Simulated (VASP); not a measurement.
# SiO2 (P4_12_12) in VASP: single point with r2SCAN

Aim: the single point of SiO2 with r2SCAN.

Everything below comes from runs of VASP 6.6.1. Logs are shortened: lines on timing, memory, paths and dates and some standing lists are left out, and cuts for length are marked.

**1. The cell of the first run**

The structure is tetragonal, space group P4_12_12 (No. 92). Conventional cell: a = 4.952 Å, b = 4.952 Å, c = 6.954 Å, α = 90.00°, β = 90.00°, γ = 90.00°. Si (site symmetry 2) has 4 O at 1.58 to 1.59 Å within 2.1 Å. O (site symmetry 1) has 2 Si at 1.58 to 1.59 Å within 2.1 Å.

**2. Single point, r2SCAN**

File POSCAR:

```
SiO2
1.0
    4.9515260300      0.0000000000      0.0000000000
    0.0000000000      4.9515260300      0.0000000000
    0.0000000000      0.0000000000      6.9535441600
Si O
4 8
Direct
    0.2952500000      0.2952500000      0.0000000000
    0.2047500000      0.7952500000      0.2500000000
    0.7047500000      0.7047500000      0.5000000000
    0.7952500000      0.2047500000      0.7500000000
    0.2406000000      0.0951500000      0.1748200000
    0.4048500000      0.7406000000      0.4248200000
    0.7594000000      0.9048500000      0.6748200000
    0.5951500000      0.2594000000      0.9248200000
    0.7406000000      0.4048500000      0.5751800000
    0.9048500000      0.7594000000      0.3251800000
    0.2594000000      0.5951500000      0.0751800000
    0.0951500000      0.2406000000      0.8251800000
```

File INCAR.step1:

```
PREC = Accurate
ENCUT = 520
ISMEAR = -1
SIGMA = 0.0118
LREAL = F
LASPH = T
NELM = 100
NBANDS = 44
GGA = PE
ALGO = Normal
EDIFF = 1E-4
LWAVE = T
LCHARG = F
```

File INCAR.step2:

```
PREC = Accurate
ENCUT = 520
EDIFF = 1E-6
ISMEAR = -1
SIGMA = 0.0118
LREAL = F
LASPH = T
NELM = 100
ALGO = Normal
ISIF = 2
LWAVE = F
LCHARG = T
METAGGA = R2SCAN
LMIXTAU = T
LELF = T
LVHAR = T
NBANDS = 44
ISTART = 1
```

File KPOINTS:

```
regular mesh
0
Gamma
  5 5 4
```

Potentials or basis: VASP PAW PBE potentials, release 64 (Si, O).

Started as:

```
$ cat potpaw_PBE.64/Si/POTCAR potpaw_PBE.64/O/POTCAR > POTCAR
$ cp INCAR.step1 INCAR
$ mpirun -np 1 vasp_std > vasp.out
$ cp INCAR.step2 INCAR
$ mpirun -np 1 vasp_std > vasp.out
```

OUTCAR:

```text
PREC = Accurate
   ENCUT = 520
   EDIFF = 1E-6
   ISMEAR = -1
   LREAL = F
   LASPH = T
   NELM = 100
   ISIF = 2
   METAGGA = R2SCAN
   ISTART = 1

 ion  position               nearest neighbor table
   1  0.295  0.295  0.000-   8 1.58  11 1.58   5 1.59  12 1.59   2 3.06   4 3.06   2 3.06   4 3.06

   2  0.205  0.795  0.250-   5 1.58  10 1.58   6 1.59  11 1.59   1 3.06   3 3.06   1 3.06   3 3.06

   3  0.705  0.705  0.500-   6 1.58   9 1.58   7 1.59  10 1.59   2 3.06   4 3.06   4 3.06   2 3.06

   4  0.795  0.205  0.750-   7 1.58  12 1.58   9 1.59   8 1.59   1 3.06   3 3.06   3 3.06   1 3.06

   5  0.241  0.095  0.175-   2 1.58   1 1.59
   6  0.405  0.741  0.425-   3 1.58   2 1.59
   7  0.759  0.905  0.675-   4 1.58   3 1.59
   8  0.595  0.259  0.925-   1 1.58   4 1.59
   9  0.741  0.405  0.575-   3 1.58   4 1.59
  10  0.905  0.759  0.325-   2 1.58   3 1.59
  11  0.259  0.595  0.075-   1 1.58   2 1.59
  12  0.095  0.241  0.825-   4 1.58   1 1.59

  LATTYP: Found a simple tetragonal cell.
 ALAT       =     4.9515260300
 C/A-ratio  =     1.4043234586

  Lattice vectors:

 A1 = (   4.9515260300,   0.0000000000,   0.0000000000)
 A2 = (   0.0000000000,   4.9515260300,   0.0000000000)
 A3 = (   0.0000000000,   0.0000000000,   6.9535441600)

Analysis of symmetry for initial positions (statically):
=====================================================================
 Subroutine PRICEL returns:
 Original cell was already a primitive cell.

 Routine SETGRP: Setting up the symmetry group for a
 simple tetragonal supercell.

 Subroutine GETGRP returns: Found  8 space group operations
 (whereof  2 operations were pure point group operations)
 out of a pool of 16 trial point group operations.

The static configuration has the point symmetry C_2 .
 The point group associated with its full space group is D_4 .

Analysis of symmetry for dynamics (positions and initial velocities):
=====================================================================
 Subroutine PRICEL returns:
 Original cell was already a primitive cell.

 Routine SETGRP: Setting up the symmetry group for a
 simple tetragonal supercell.

 Subroutine GETGRP returns: Found  8 space group operations
 (whereof  2 operations were pure point group operations)
 out of a pool of 16 trial point group operations.

The dynamic configuration has the point symmetry C_2 .
 The point group associated with its full space group is D_4 .

 Subroutine INISYM returns: Found  8 space group operations
 (whereof  2 operations are pure point group operations),
 and found     1 'primitive' translations

----------------------------------------------------------------------------------------

                                     Primitive cell

  volume of cell :     170.4843

  direct lattice vectors                    reciprocal lattice vectors
     4.951526030  0.000000000  0.000000000     0.201957941  0.000000000  0.000000000
     0.000000000  4.951526030  0.000000000     0.000000000  0.201957941  0.000000000
     0.000000000  0.000000000  6.953544160     0.000000000  0.000000000  0.143811555

  length of vectors
     4.951526030  4.951526030  6.953544160     0.201957941  0.201957941  0.143811555

  position of ions in fractional coordinates (direct lattice)
     0.295250000  0.295250000  0.000000000
     0.204750000  0.795250000  0.250000000
     0.704750000  0.704750000  0.500000000
     0.795250000  0.204750000  0.750000000
     0.240600000  0.095150000  0.174820000
     0.404850000  0.740600000  0.424820000
     0.759400000  0.904850000  0.674820000
     0.595150000  0.259400000  0.924820000
     0.740600000  0.404850000  0.575180000
     0.904850000  0.759400000  0.325180000
     0.259400000  0.595150000  0.075180000
     0.095150000  0.240600000  0.825180000

  ion indices of the primitive-cell ions
   primitive index   ion index
                 1           1
                 2           2
                 3           3
                 4           4
                 5           5
                 6           6
                 7           7
                 8           8
                 9           9
                10          10
                11          11
                12          12

----------------------------------------------------------------------------------------

 KPOINTS: regular mesh

Automatic generation of k-mesh.
 Grid dimensions read from file:
 generate k-points for:    5    5    4

 Generating k-lattice:

  Cartesian coordinates                     Fractional coordinates (reciprocal lattice)
     0.040391588  0.000000000  0.000000000     0.200000000  0.000000000  0.000000000
     0.000000000  0.040391588  0.000000000     0.000000000  0.200000000  0.000000000
     0.000000000  0.000000000  0.035952889     0.000000000  0.000000000  0.250000000

  Length of vectors
     0.040391588  0.040391588  0.035952889

  Shift w.r.t. Gamma in fractional coordinates (k-lattice)
     0.000000000  0.000000000  0.000000000

 Subroutine IBZKPT returns following result:
 ===========================================

 Found     18 irreducible k-points:

 Following reciprocal coordinates:
            Coordinates               Weight
  0.000000  0.000000  0.000000      1.000000
  0.200000  0.000000  0.000000      4.000000
  0.400000  0.000000  0.000000      4.000000
  0.200000  0.200000  0.000000      4.000000
  0.400000  0.200000  0.000000      8.000000
  0.400000  0.400000  0.000000      4.000000
[... 10 lines left out ...]
  0.400000  0.200000  0.500000      8.000000
  0.400000  0.400000  0.500000      4.000000
   k-points           NKPTS =     18   k-points in BZ     NKDIM =     18   number of bands    NBANDS=     44
   number of dos      NEDOS =    301   number of ions     NIONS =     12
   total plane-waves  NPLWV =  86400
   dimension x,y,z NGX =    40 NGY =   40 NGZ =   54
   dimension x,y,z NGXF=    80 NGYF=   80 NGZF=  108
   ions per type =               4   8
   NGX,Y,Z   is equivalent  to a cutoff of  13.43, 13.43, 12.91 a.u.
   NGXF,Y,Z  is equivalent  to a cutoff of  26.86, 26.86, 25.82 a.u.
 SYSTEM =  unknown system
   PREC   = accura    normal or accurate (medium, high low for compatibility)
   ISTART =      1    job   : 0-new  1-cont  2-samecut
   ICHARG =      0    charge: 1-file 2-atom 10-const
   ISPIN  =      1    spin polarized calculation?
   LNONCOLLINEAR =      F non collinear calculations
   LSORBIT =      F    spin-orbit coupling
   LASPH  =      T    aspherical Exc in radial PAW
   ENCUT  =  520.0 eV  38.22 Ry    6.18 a.u.   9.21  9.21 12.93*2*pi/ulx,y,z
   NELM   =    100;   NELMIN=  2; NELMDL=  0     # of ELM steps
   EDIFF  = 0.1E-05   stopping-criterion for ELM
   LREAL  =      F    real-space projection
   EDIFFG = 0.1E-04   stopping-criterion for IOM
   NSW    =      0    number of steps for IOM
   IBRION =     -1    ionic relax: 0-MD 1-quasi-New 2-CG
   NFREE  =      0    steps in history (QN), initial steepest desc. (CG)
   ISIF   =      2    stress and relaxation
   ISYM   =      2    0-nonsym 1-usesym 2-fastsym
   POTIM  = 0.5000    time-step for ionic-motion
   TEBEG  =    0.0;   TEEND  =   0.0 temperature during run
   PSTRESS=    0.0 pullay stress
   NELECT =      64.0000    total number of electrons
   NUPDOWN=      -1.0000    fix difference up-down
   EMIN   =  10.00;   EMAX   =-10.00  energy-range for DOS
   EFERMI =   0.00;   METHOD = LEGACY
   ISMEAR =    -1;   SIGMA  =   0.01  broadening in eV -4-tet -1-fermi 0-gaus
   EFERMI_NEDOS =   21; number of points for ismear=-14 and -15
   IALGO  =     38    algorithm
   IMIX   =      4    mixing-type and parameters
     AMIX     =   0.40;   BMIX     =  1.00
     AMIX_MAG =   1.60;   BMIX_MAG =  1.00
  volume/ion in A,a.u.               =      14.21        95.87
  Fermi-wavevector in a.u.,A,eV,Ry     =   1.180973  2.231716 18.976014  1.394698
  Thomas-Fermi vector in A             =   2.317255
   LORBIT       =      0    0 simple, 1 ext, 2 COOP (PROOUT), +10 PAW based schemes
   METAGGA = R2SCAN    functional components
   LHFCALC =     F    Hartree Fock is set to
   AEXX    =    0.0000 exact exchange contribution
   IVDW    =     0    specifies the selected vdW correction
   LEPSILON=     F    determine dielectric tensor
   LRPA    =     F    only Hartree local field effects (RPA)
 non-spin polarized calculation
  energy-cutoff  :      520.00
  volume of cell :      170.48
 maximum number of plane-waves:      4606
 NGX is ok and might be reduce to    40
   NGX = 19   NGY = 19   NGZ = 25

 number of electron      64.0000026 magnetization

 Free energy of the ion-electron system (eV)
  ---------------------------------------------------
  ext. energy  EPLUGINS =         0.00000000
  ---------------------------------------------------
  free energy    TOTEN  =      -118.95904889 eV

  energy without entropy =     -118.95904889  energy(sigma->0) =     -118.95904889

 E-fermi :   0.0170     XC(G=0):  -8.8347

 val. band max:       -0.2627372909   @ k =   0.0000   0.0000   0.0000
 cond. band min:       6.2036322621   @ k =   0.0000   0.0000   0.0000
 fundamental gap:      6.4663695529
 Fermi energy:         0.0169653702

 k-point     1 :       0.0000    0.0000    0.0000
  band No.  band energies     occupation
      1     -20.9401      2.00000
      2     -20.0074      2.00000
      3     -20.0074      2.00000
      4     -18.8077      2.00000
      5     -18.7651      2.00000
      6     -18.7578      2.00000
[... 36 lines left out ...]
     43      12.3192      0.00000
     44      12.3947      0.00000
[... 758 lines left out ...]
      4     -19.7395      2.00000
      5     -18.8150      2.00000
      6     -18.8150      2.00000
[... 36 lines left out ...]
     43      11.9376      0.00000
     44      11.9376      0.00000

------------------------ aborting loop because EDIFF is reached ----------------------------------------

  FORCE on cell =-STRESS in cart. coord.  units (eV):
  Direction    XX          YY          ZZ          XY          YZ          ZX
  --------------------------------------------------------------------------------------
  -------------------------------------------------------------------------------------
  Total        9.3179021      9.3179021      7.7755394      0.0000000      0.0000000      0.0000000
  in kB       87.5677872     87.5677872     73.0729697      0.0000000      0.0000000      0.0000000
  external PRESSURE =      82.7361814 kB  Pullay stress =       0.0000000 kB

 VOLUME and BASIS-vectors are now :
 -----------------------------------------------------------------------------
  energy-cutoff  :      520.00
  volume of cell :      170.48
      direct lattice vectors                 reciprocal lattice vectors
     4.951526030  0.000000000  0.000000000     0.201957941  0.000000000  0.000000000
     0.000000000  4.951526030  0.000000000     0.000000000  0.201957941  0.000000000
     0.000000000  0.000000000  6.953544160     0.000000000  0.000000000  0.143811555

 POSITION                                       TOTAL-FORCE (eV/Angst)
 -----------------------------------------------------------------------------------
      1.46194      1.46194      0.00000        -0.103308     -0.103308      0.000000
      1.01382      3.93770      1.73839         0.103308     -0.103308      0.000000
      3.48959      3.48959      3.47677         0.103308      0.103308      0.000000
      3.93770      1.01382      5.21516        -0.103308      0.103308      0.000000
      1.19134      0.47114      1.21562        -0.002095      0.491767      0.222015
      2.00463      3.66710      2.95400        -0.491767     -0.002095      0.222015
      3.76019      4.48039      4.69239         0.002095     -0.491767      0.222015
      2.94690      1.28443      6.43078         0.491767      0.002095      0.222015
      3.66710      2.00463      3.99954        -0.002095     -0.491767     -0.222015
      4.48039      3.76019      2.26115        -0.491767      0.002095     -0.222015
      1.28443      2.94690      0.52277         0.002095      0.491767     -0.222015
      0.47114      1.19134      5.73793         0.491767     -0.002095     -0.222015
 -----------------------------------------------------------------------------------
    total drift:                               -0.000000      0.000000      0.000000

  FREE ENERGIE OF THE ION-ELECTRON SYSTEM (eV)
  ---------------------------------------------------
  free  energy   TOTEN  =      -118.9590488948 eV

  energy  without entropy=     -118.9590488948  energy(sigma->0) =     -118.95904889
```

It took 23 min on 1 thread of Intel Xeon 8259CL, shared host; peak memory 0.35 GiB.

Results:

* Free energy: -118.9590 eV
* Pressure: 8.3 GPa
* Largest force: 0.540 eV/Å
* Band gap on the k mesh: 6.47 eV

Forces in eV/Å, atoms in the order of the input:
```
Si  -0.103 -0.103  0.000
Si   0.103 -0.103  0.000
Si   0.103  0.103  0.000
Si  -0.103  0.103  0.000
O   -0.002  0.492  0.222
O   -0.492 -0.002  0.222
O    0.002 -0.492  0.222
O    0.492  0.002  0.222
O   -0.002 -0.492 -0.222
O   -0.492  0.002 -0.222
O    0.002  0.492 -0.222
O    0.492 -0.002 -0.222
```

Stress tensor (GPa, compression positive):
```
8.76 0.00 0.00
0.00 8.76 0.00
0.00 0.00 7.31
```

Caveat: the cell stands under pressure; the PAW data sets were made with another functional, which shifts forces and pressure a little.
